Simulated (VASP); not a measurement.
# HfN (I4/mmm) in VASP: further runs

The runs below take HfN through single point, with PBE.

All numbers are computed with VASP 6.6.1; they aren't measurements. Logs are shortened: lines on timing, memory, paths and dates and some standing lists are left out, and cuts for length are marked.

## (1) The cell of the first run

The structure is tetragonal, space group I4/mmm (No. 139). The conventional cell has a = 3.243 Å, b = 3.243 Å, c = 4.518 Å, α = 90.00°, β = 90.00°, γ = 90.00°. Within 3.0 Å of Hf (site symmetry 4/mmm) lie 6 N at 2.26 to 2.29 Å. Within 3.0 Å of N (site symmetry 4/mmm) lie 6 Hf at 2.26 to 2.29 Å.

## (2) Single point, PBE (strain +0.015 along x and y, +0.000 along z)

Contents of INCAR:

```
PREC     = Accurate       # precision mode
ENCUT    = 520            # plane-wave cutoff, eV
EDIFF    = 1E-6           # SCF threshold, eV
ISMEAR   = 0              # smearing method
SIGMA    = 0.15           # smearing width, eV
LREAL    = F              # projectors in reciprocal space
LASPH    = T              # aspherical terms in the spheres
NELM     = 60             # most SCF steps
ALGO     = Normal         # electronic algorithm
ISIF     = 2              # what is computed and relaxed
LWAVE    = F              # write WAVECAR
LCHARG   = F              # write CHGCAR
GGA      = PE             # functional
NBANDS   = 14             # bands
```

Contents of KPOINTS:

```
Automatic mesh
0
Gamma
  18 18 18
```

Contents of POSCAR:

```
HfN
1.0
    0.0000000000      2.2928850000      2.2590000000
    2.2928850000      0.0000000000      2.2590000000
    2.2928850000      2.2928850000      0.0000000000
Hf N
1 1
Direct
    0.0000000000      0.0000000000      0.0000000000
    0.5000000000      0.5000000000      0.5000000000
```

Potentials or basis: VASP PAW PBE potentials, release 64 (Hf_pv, N).

Command:

```console
$ cat potpaw_PBE.64/Hf_pv/POTCAR potpaw_PBE.64/N/POTCAR > POTCAR
$ mpirun -np 1 vasp_std > vasp.out
```

OUTCAR:

```text
PREC = Accurate
   ENCUT = 520
   EDIFF = 1E-6
   ISMEAR = 0
   LREAL = F
   LASPH = T
   NELM = 60
   ISIF = 2
   GGA = PE

 ion  position               nearest neighbor table
   1  0.000  0.000  0.000-   2 2.26   2 2.26   2 2.29   2 2.29   2 2.29   2 2.29
   2  0.500  0.500  0.500-   1 2.26   1 2.26   1 2.29   1 2.29   1 2.29   1 2.29

  LATTYP: Found a body centered tetragonal cell.
 ALAT       =     3.2426290640
 C/A-ratio  =     1.3933138546

  Lattice vectors:

 A1 = (   0.0000000000,  -2.2928850000,  -2.2590000000)
 A2 = (   0.0000000000,   2.2928850000,  -2.2590000000)
 A3 = (   2.2928850000,   0.0000000000,   2.2590000000)

Analysis of symmetry for initial positions (statically):
=====================================================================
 Subroutine PRICEL returns:
 Original cell was already a primitive cell.

 Routine SETGRP: Setting up the symmetry group for a
 body centered tetragonal supercell.

 Subroutine GETGRP returns: Found 16 space group operations
 (whereof 16 operations were pure point group operations)
 out of a pool of 16 trial point group operations.

The static configuration has the point symmetry D_4h.

Analysis of symmetry for dynamics (positions and initial velocities):
=====================================================================
 Subroutine PRICEL returns:
 Original cell was already a primitive cell.

 Routine SETGRP: Setting up the symmetry group for a
 body centered tetragonal supercell.

 Subroutine GETGRP returns: Found 16 space group operations
 (whereof 16 operations were pure point group operations)
 out of a pool of 16 trial point group operations.

The dynamic configuration has the point symmetry D_4h.

 Subroutine INISYM returns: Found 16 space group operations
 (whereof 16 operations are pure point group operations),
 and found     1 'primitive' translations

----------------------------------------------------------------------------------------

                                     Primitive cell

  volume of cell :      23.7526

  direct lattice vectors                    reciprocal lattice vectors
     0.000000000  2.292885000  2.259000000    -0.218065886  0.218065886  0.221336875
     2.292885000  0.000000000  2.259000000     0.218065886 -0.218065886  0.221336875
     2.292885000  2.292885000  0.000000000     0.218065886  0.218065886 -0.221336875

  length of vectors
     3.218757932  3.218757932  3.242629064     0.379599096  0.379599096  0.379599096

  position of ions in fractional coordinates (direct lattice)
     0.000000000  0.000000000  0.000000000
     0.500000000  0.500000000  0.500000000

  ion indices of the primitive-cell ions
   primitive index   ion index
                 1           1
                 2           2

----------------------------------------------------------------------------------------

 KPOINTS: Automatic mesh

Automatic generation of k-mesh.
 Grid dimensions read from file:
 generate k-points for:   18   18   18

 Generating k-lattice:

  Cartesian coordinates                     Fractional coordinates (reciprocal lattice)
    -0.012114771  0.012114771  0.012296493     0.055555556  0.000000000  0.000000000
     0.012114771 -0.012114771  0.012296493     0.000000000  0.055555556  0.000000000
     0.012114771  0.012114771 -0.012296493    -0.000000000 -0.000000000  0.055555556

  Length of vectors
     0.021088839  0.021088839  0.021088839

  Shift w.r.t. Gamma in fractional coordinates (k-lattice)
     0.000000000  0.000000000  0.000000000

 Subroutine IBZKPT returns following result:
 ===========================================

 Found    480 irreducible k-points:

 Following reciprocal coordinates:
            Coordinates               Weight
  0.000000  0.000000  0.000000      1.000000
  0.055556  0.000000  0.000000      8.000000
  0.111111  0.000000  0.000000      8.000000
  0.166667  0.000000  0.000000      8.000000
  0.222222  0.000000  0.000000      8.000000
  0.277778  0.000000  0.000000      8.000000
[... 16 lines left out ...]
 -0.277778  0.055556  0.000000      8.000000
 -0.222222  0.055556  0.000000      8.000000
 [... further k-points ...]
   k-points           NKPTS =    480   k-points in BZ     NKDIM =    480   number of bands    NBANDS=     14
   number of dos      NEDOS =    301   number of ions     NIONS =      2
   total plane-waves  NPLWV =  13824
   dimension x,y,z NGX =    24 NGY =   24 NGZ =   24
   dimension x,y,z NGXF=    48 NGYF=   48 NGZF=   48
   ions per type =               1   1
   NGX,Y,Z   is equivalent  to a cutoff of  12.40, 12.40, 12.30 a.u.
   NGXF,Y,Z  is equivalent  to a cutoff of  24.79, 24.79, 24.61 a.u.
 SYSTEM =  unknown system
   PREC   = accura    normal or accurate (medium, high low for compatibility)
   ISTART =      0    job   : 0-new  1-cont  2-samecut
   ICHARG =      2    charge: 1-file 2-atom 10-const
   ISPIN  =      1    spin polarized calculation?
   LNONCOLLINEAR =      F non collinear calculations
   LSORBIT =      F    spin-orbit coupling
   LASPH  =      T    aspherical Exc in radial PAW
   ENCUT  =  520.0 eV  38.22 Ry    6.18 a.u.   5.98  5.98  6.03*2*pi/ulx,y,z
   NELM   =     60;   NELMIN=  2; NELMDL= -5     # of ELM steps
   EDIFF  = 0.1E-05   stopping-criterion for ELM
   LREAL  =      F    real-space projection
   EDIFFG = 0.1E-04   stopping-criterion for IOM
   NSW    =      0    number of steps for IOM
   IBRION =     -1    ionic relax: 0-MD 1-quasi-New 2-CG
   NFREE  =      0    steps in history (QN), initial steepest desc. (CG)
   ISIF   =      2    stress and relaxation
   ISYM   =      2    0-nonsym 1-usesym 2-fastsym
   POTIM  = 0.5000    time-step for ionic-motion
   TEBEG  =    0.0;   TEEND  =   0.0 temperature during run
   PSTRESS=    0.0 pullay stress
   NELECT =      15.0000    total number of electrons
   NUPDOWN=      -1.0000    fix difference up-down
   EMIN   =  10.00;   EMAX   =-10.00  energy-range for DOS
   EFERMI =   0.00;   METHOD = LEGACY
   ISMEAR =     0;   SIGMA  =   0.15  broadening in eV -4-tet -1-fermi 0-gaus
   EFERMI_NEDOS =   21; number of points for ismear=-14 and -15
   IALGO  =     38    algorithm
   IMIX   =      4    mixing-type and parameters
     AMIX     =   0.40;   BMIX     =  1.00
     AMIX_MAG =   1.60;   BMIX_MAG =  1.00
  volume/ion in A,a.u.               =      11.88        80.15
  Fermi-wavevector in a.u.,A,eV,Ry     =   1.404543  2.654201 26.840766  1.972741
  Thomas-Fermi vector in A             =   2.527094
   LORBIT       =      0    0 simple, 1 ext, 2 COOP (PROOUT), +10 PAW based schemes
   GGA     = PE    functional components
   LHFCALC =     F    Hartree Fock is set to
   AEXX    =    0.0000 exact exchange contribution
   IVDW    =     0    specifies the selected vdW correction
   LEPSILON=     F    determine dielectric tensor
   LRPA    =     F    only Hartree local field effects (RPA)
 non-spin polarized calculation
 Gauss-broadening in eV      SIGMA  =   0.15
  energy-cutoff  :      520.00
  volume of cell :       23.75
 maximum number of plane-waves:       651
   NGX = 11   NGY = 11   NGZ = 13

 number of electron      15.0000000 magnetization

 Free energy of the ion-electron system (eV)
  ---------------------------------------------------
  ext. energy  EPLUGINS =         0.00000000
  ---------------------------------------------------
  free energy    TOTEN  =       -21.74895395 eV

  energy without entropy =      -21.74155483  energy(sigma->0) =      -21.74525439

 E-fermi :   8.1162     XC(G=0): -12.5762

 val. band max:        8.1127448904   @ k =  -0.1667   0.1111   0.2778
 cond. band min:       8.1303430151   @ k =   0.5000   0.2222   0.0556
 fundamental gap:      0.0175981247
 Fermi energy:         8.1162246479

 k-point     1 :       0.0000    0.0000    0.0000
  band No.  band energies     occupation
      1     -23.1536      2.00000
      2     -23.1536      2.00000
      3     -23.1361      2.00000
      4      -9.2133      2.00000
      5       5.1070      2.00000
      6       5.1070      2.00000
      7       5.1734      2.00000
      8       7.7384      1.99963
      9       7.7384      1.99963
     10       7.8981      1.96029
     11       9.5190      0.00000
     12       9.9104      0.00000
     13      10.2491      0.00000
     14      17.6160      0.00000

 k-point     2 :       0.0556    0.0000    0.0000
  band No.  band energies     occupation
      1     -23.1778      2.00000
      2     -23.1563      2.00000
      3     -23.1423      2.00000
      4      -9.1462      2.00000
      5       4.7987      2.00000
      6       4.9259      2.00000
      7       4.9775      2.00000
      8       7.8353      1.99191
      9       7.8461      1.98912
     10       7.9873      1.77600
     11       9.7590      0.00000
     12      10.1402      0.00000
     13      10.4817      0.00000
     14      17.8511      0.00000

 k-point     3 :       0.1111    0.0000    0.0000
  band No.  band energies     occupation
      1     -23.2568      2.00000
      2     -23.1641      2.00000
      3     -23.1498      2.00000
      4      -8.9515      2.00000
      5       4.0477      2.00000
      6       4.4876      2.00000
      7       4.5350      2.00000
      8       8.0175      1.64807
      9       8.1322      0.88004
     10       8.2266      0.29786
     11      10.3860      0.00000
     12      10.7552      0.00000
     13      11.1026      0.00000
     14      18.5144      0.00000
[... 324 lines left out ...]
 k-point    23 :      -0.2778    0.0556    0.0000
  band No.  band energies     occupation
      1     -23.7099      2.00000
      2     -23.2166      2.00000
      3     -23.2010      2.00000
      4      -7.6928      2.00000
      5       1.0561      2.00000
      6       2.7148      2.00000
      7       3.0462      2.00000
      8       8.8907      0.00000
      9       9.6443      0.00000
     10      10.5173      0.00000
     11      12.9011      0.00000
     12      13.8341      0.00000
     13      14.4648      0.00000
     14      20.1781      0.00000

 k-point    24 :      -0.2222    0.0556    0.0000
  band No.  band energies     occupation
      1     -23.5688      2.00000
      2     -23.2035      2.00000
      3     -23.1851      2.00000
      4      -8.1108      2.00000
      5       1.8407      2.00000
      6       3.1162      2.00000
      7       3.5149      2.00000
      8       8.4856      0.00050
      9       9.0141      0.00000
     10       9.8891      0.00000
     11      12.1591      0.00000
     12      12.9496      0.00000
     13      13.4784      0.00000
     14      20.1985      0.00000

 [... further k-points ...]
[... 5 lines left out ...]
  --------------------------------------------------------------------------------------
  -------------------------------------------------------------------------------------
  Total       -1.0177468     -1.0177468     -0.0746517      0.0000000      0.0000000     -0.0000000
  in kB      -68.6498410    -68.6498410     -5.0354660      0.0000000      0.0000000     -0.0000000
  external PRESSURE =     -47.4450494 kB  Pullay stress =       0.0000000 kB

 VOLUME and BASIS-vectors are now :
 -----------------------------------------------------------------------------
  energy-cutoff  :      520.00
  volume of cell :       23.75
      direct lattice vectors                 reciprocal lattice vectors
     0.000000000  2.292885000  2.259000000    -0.218065886  0.218065886  0.221336875
     2.292885000  0.000000000  2.259000000     0.218065886 -0.218065886  0.221336875
     2.292885000  2.292885000  0.000000000     0.218065886  0.218065886 -0.221336875

 POSITION                                       TOTAL-FORCE (eV/Angst)
 -----------------------------------------------------------------------------------
      0.00000      0.00000      0.00000         0.000000      0.000000     -0.000000
      2.29289      2.29289      2.25900        -0.000000     -0.000000      0.000000
 -----------------------------------------------------------------------------------
    total drift:                                0.000000     -0.000000     -0.000000

  FREE ENERGIE OF THE ION-ELECTRON SYSTEM (eV)
  ---------------------------------------------------
  free  energy   TOTEN  =       -21.7489539485 eV

  energy  without entropy=      -21.7415548338  energy(sigma->0) =      -21.74525439
```

Wall time 38 s (1 thread of Intel Xeon 6975P-C (Granite Rapids), shared host); peak memory 0.27 GiB.

What came out:

```yaml
Free_energy: -21.7490 eV
Pressure: -4.7 GPa
```

Stress tensor (GPa, compression positive):
```
-6.86  0.00  0.00
 0.00 -6.86  0.00
 0.00  0.00 -0.50
```

Caveat: the cell differs from its parent crystal (strain +0.015 along x and y, +0.000 along z); spin-orbit coupling is left out, which moves the levels of the heavy elements.

## (3) Single point, PBE (strain +0.030 along x and y, +0.000 along z)

Contents of INCAR:

```
SYSTEM = HfN
PREC = Accurate
ENCUT = 520
EDIFF = 1E-6
ISMEAR = 0
SIGMA = 0.15
LREAL = .False.
LASPH = .True.
NELM = 80
ALGO = Normal
ISIF = 2
LWAVE = .False.
LCHARG = .False.
GGA = PE
NBANDS = 14
```

Contents of KPOINTS:

```
regular mesh
0
Gamma
  18 18 18
  0 0 0
```

Contents of POSCAR:

```
HfN
1.0
    0.0000000000      2.3267700000      2.2590000000
    2.3267700000      0.0000000000      2.2590000000
    2.3267700000      2.3267700000      0.0000000000
Hf N
1 1
Direct
    0.0000000000      0.0000000000      0.0000000000
    0.5000000000      0.5000000000      0.5000000000
```

Potentials or basis: VASP PAW PBE potentials, release 64 (Hf_pv, N).

Command:

```console
$ cat potpaw_PBE.64/Hf_pv/POTCAR potpaw_PBE.64/N/POTCAR > POTCAR
$ mpirun -np 1 vasp_std > vasp.out
```

OUTCAR:

```text
SYSTEM = HfN
   PREC = Accurate
   ENCUT = 520
   EDIFF = 1E-6
   ISMEAR = 0
   LREAL = .False.
   LASPH = .True.
   NELM = 80
   ISIF = 2
   GGA = PE

 ion  position               nearest neighbor table
   1  0.000  0.000  0.000-   2 2.26   2 2.26   2 2.33   2 2.33   2 2.33   2 2.33
   2  0.500  0.500  0.500-   1 2.26   1 2.26   1 2.33   1 2.33   1 2.33   1 2.33

  LATTYP: Found a body centered tetragonal cell.
 ALAT       =     3.2905496905
 C/A-ratio  =     1.3730228761

  Lattice vectors:

 A1 = (   0.0000000000,  -2.3267700000,  -2.2590000000)
 A2 = (   0.0000000000,   2.3267700000,  -2.2590000000)
[... 587 lines left out ...]
     12      12.4206      0.00000
     13      12.8733      0.00000
     14      19.8132      0.00000

 [... further k-points ...]
[... 5 lines left out ...]
  --------------------------------------------------------------------------------------
  -------------------------------------------------------------------------------------
  Total       -2.2865021     -2.2865021     -0.5725438      0.0000000     -0.0000000     -0.0000000
  in kB     -149.7714581   -149.7714581    -37.5030124      0.0000000     -0.0000000     -0.0000000
  external PRESSURE =    -112.3486429 kB  Pullay stress =       0.0000000 kB

 VOLUME and BASIS-vectors are now :
 -----------------------------------------------------------------------------
  energy-cutoff  :      520.00
  volume of cell :       24.46
      direct lattice vectors                 reciprocal lattice vectors
     0.000000000  2.326770000  2.259000000    -0.214890170  0.214890170  0.221336875
     2.326770000  0.000000000  2.259000000     0.214890170 -0.214890170  0.221336875
     2.326770000  2.326770000  0.000000000     0.214890170  0.214890170 -0.221336875

 POSITION                                       TOTAL-FORCE (eV/Angst)
 -----------------------------------------------------------------------------------
      0.00000      0.00000      0.00000        -0.000000      0.000000      0.000000
      2.32677      2.32677      2.25900         0.000000     -0.000000      0.000000
 -----------------------------------------------------------------------------------
    total drift:                                0.000000     -0.000000     -0.000000

  FREE ENERGIE OF THE ION-ELECTRON SYSTEM (eV)
  ---------------------------------------------------
  free  energy   TOTEN  =       -21.7005595311 eV

  energy  without entropy=      -21.6933629487  energy(sigma->0) =      -21.69696124
```

Run time: 36 s. Hardware: 1 thread of Intel Xeon 6975P-C (Granite Rapids), shared host; peak memory 0.28 GiB.

What came out:

* Free energy: -21.7006 eV
* Pressure: -11.2 GPa

Levels at points of the mesh, in eV from the Fermi level:
```
           k point  band 6  band 7  band 8  band 9  band 10  band 11
(0.00, 0.00, 0.00)   -2.99   -2.87   -0.41   -0.41    -0.10     1.00
(0.50, 0.00, 0.00)   -5.90   -5.89    3.00    3.35     3.53     4.12
(0.50, 0.50, 0.00)   -3.73   -3.73   -3.60    3.80     4.91     5.09
(0.50, 0.00, 0.50)   -3.66   -3.55   -3.52    3.67     4.89     5.06
```

Caveat: the cell differs from its parent crystal (strain +0.030 along x and y, +0.000 along z); spin-orbit coupling is left out, which moves the levels of the heavy elements.

[end of part 1 of 2]
